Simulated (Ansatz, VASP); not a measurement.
# As in VASP and in Ansatz

The input INCAR:

```
SYSTEM = As
ALGO = Normal
DIPOL = 0.5 0.5 0.500
EDIFF = 1E-6
ENCUT = 520
GGA = PE
IDIPOL = 3
ISIF = 2
ISMEAR = 0
LASPH = .TRUE.
LCHARG = .TRUE.
LDIPOL = .TRUE.
LELF = .TRUE.
LREAL = .FALSE.
LVACPOTAV = .TRUE.
LVHAR = .TRUE.
LWAVE = .FALSE.
NBANDS = 12
NELM = 80
PREC = Accurate
SIGMA = 0.02
```

The input KPOINTS:

```
k-points
0
G
  9 9 1
  0 0 0
```

POSCAR

```
As
1.0
    3.6700000000      0.0000000000      0.0000000000
   -1.8350000000      3.1783132319      0.0000000000
    0.0000000000      0.0000000000     28.0000000000
As
2
Direct
    0.3333333333      0.6666666667      0.5106428571
    0.6666666667      0.3333333333      0.4893571429
```

Input for Ansatz:

```yaml
crystal:
  lattice:
    - [3.67, 0.0, 0.0]
    - [-1.835, 3.1783132319, 0.0]
    - [0.0, 0.0, 28.0]
  atoms:
    - { symbol: As, position: [0.3333333333, 0.6666666667, 0.5106428571] }
    - { symbol: As, position: [0.6666666667, 0.3333333333, 0.4893571429] }
  periodic: [true, true, false]
basis:
  ecutwfc: 420
kpoints:
  mp_grid: { grid: [9, 9, 1] }
hamiltonian:
  xc: pbe
scf:
  occupations: { method: gaussian, width: 0.02 }
output:
  forces: true
  stress: true
  eigenvalues: true
```

Alike in both runs: task single point; functional PBE; k mesh 9 × 9 × 1; occupations gaussian, width 0.02 eV; no spin polarisation.

|  | VASP | Ansatz |
| --- | --- | --- |
| version | VASP 6.6.1 | Ansatz 0.2.0 |
| potentials or method | VASP PAW PBE potentials, release 64 (As), cutoff 520 eV | scalar-relativistic, plane waves, PAW |
| valence electrons in the cell | 10 | 30 |

|  | VASP | Ansatz | Ansatz less VASP |
| --- | --- | --- | --- |
| gap on the k mesh at the Fermi level (eV) | none | none | - |
| rms of the force components (eV/Å) | 2.484 | 2.456 | -0.0276 |
| work function, face that differs most (eV) | 4.04 | 4.05 | +0.011 |

Atom by atom the forces differ by 0.028 eV/Å (rms over components). A gap of «none» marks a metal or a gap that the smearing closes. The functional is the same, so the differences come from potentials, cutoffs and numerics. VASP's potentials hold 10 valence electrons a cell and Ansatz's 30, so a difference there can come from the potentials and not from the codes.
